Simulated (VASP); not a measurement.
Crystal: Ga.

```
Ga
1.0
     0.00000    2.80496    2.80496
     2.80496    0.00000    2.80496
     2.80496    2.80496    0.00000
Ga
2
Direct
  0.00000 0.00000 0.00000
  0.25000 0.25000 0.25000
```

```yaml
Program: VASP 6.6.1
Task: relaxation of cell and atoms
Functional: r2SCAN
Potentials_or_basis: VASP PAW PBE potentials, release 64 (Ga_d)
Cutoff: 600 eV
k_mesh: 8 × 8 × 8
Occupations: fermi-dirac, width 0.0143 eV
Spin: no spin polarisation
```

At the start: pressure 4.9 GPa; volume 22.07 Å³/atom.

Task: Where does the relaxation end?

Result: Over 3 steps the energy falls by 27.4 meV/atom and the volume is 24.03 Å³/atom (+8.9 %); space group Fd-3m (No. 227, to 0.05 Å).

Step by step:
| step | energy change (eV) | largest force (eV/Å) | pressure (GPa) | volume (Å³) |
| --- | --- | --- | --- | --- |
| 1 | 0.0000 | 0.0000 | 4.88 | 44.14 |
| 2 | -0.0542 | 0.0000 | -0.45 | 48.57 |
| 3 | -0.0549 | 0.0000 | 0.03 | 48.07 |

Final structure:
```
Ga
1.0
     0.00000    2.88582    2.88582
     2.88582    0.00000    2.88582
     2.88582    2.88582    0.00000
Ga
2
Direct
  0.00000 0.00000 0.00000
  0.25000 0.25000 0.25000
```

Caveat: the PAW data sets were made with another functional, which shifts forces and pressure a little.
